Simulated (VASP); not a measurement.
Write the native input for VASP 6.6.1 that does the following.

```yaml
Task: single point
Functional: r2SCAN
Potentials_or_basis: VASP PAW PBE potentials, release 64 (Ga_d, N)
Cutoff: 660 eV
k_mesh: 10 × 10 × 10
Occupations: gaussian, width 0.01 eV
Spin: no spin polarisation
Dipole_correction: no
Further_INCAR_settings: ALGO = Normal; EDIFF = 1e-06; NBANDS = 16
```

GaN:

```
CELL_PARAMETERS angstrom
0.00000 2.00562 2.22791
2.00562 0.00000 2.22791
2.00562 2.00562 0.00000
ATOMIC_POSITIONS crystal
Ga 0.00000 0.00000 0.00000
N 0.50000 0.50000 0.50000
```

This cell differs from its parent crystal: epitaxial xy strain -4.9%.

The input as run:

POSCAR

```
GaN
1.0
    0.0000000000      2.0056198632      2.2279142925
    2.0056198632      0.0000000000      2.2279142925
    2.0056198632      2.0056198632      0.0000000000
Ga N
1 1
Direct
    0.0000000000      0.0000000000      0.0000000000
    0.5000000000      0.5000000000      0.5000000000
```

INCAR.step1

```
  PREC = Accurate
  ENCUT = 660
  ISMEAR = 0
  SIGMA = 0.01
  LREAL = False
  LASPH = True
  NELM = 120
  NBANDS = 16
  GGA = PE
  ALGO = Normal
  EDIFF = 1E-5
  LWAVE = True
  LCHARG = False
  GGA_COMPAT = False
```

INCAR.step2

```
  PREC = Accurate
  ENCUT = 660
  EDIFF = 1E-6
  ISMEAR = 0
  SIGMA = 0.01
  LREAL = False
  LASPH = True
  NELM = 120
  ALGO = Normal
  ISIF = 2
  LWAVE = False
  LCHARG = False
  METAGGA = R2SCAN
  LMIXTAU = True
  NBANDS = 16
  ISTART = 1
  GGA_COMPAT = False
```

KPOINTS

```
Automatic mesh
0
Gamma
  10 10 10
```

Potentials or basis: VASP PAW PBE potentials, release 64 (Ga_d, N).

Launch:

```sh
$ cat potpaw_PBE.64/Ga_d/POTCAR potpaw_PBE.64/N/POTCAR > POTCAR
$ cp INCAR.step1 INCAR
$ mpirun -np 1 vasp_std > vasp.out
$ cp INCAR.step2 INCAR
$ mpirun -np 1 vasp_std > vasp.out
```

It gave:

| Item | Value |
| --- | --- |
| Pressure | 18.6 GPa |
| Band gap on the k mesh | 1.00 eV (least direct gap 3.62 eV) |

Caveat: the cell differs from its parent crystal (epitaxial xy strain -4.9%); the stress differs along the axes, from 1 to 28 GPa; the structure was generated, so it needn't be the stable form of GaN; the PAW data sets were made with another functional, which shifts forces and pressure a little.

Run time: 2 min on 1 thread of Intel Xeon 8259CL (shared host), peak memory 0.19 GiB.
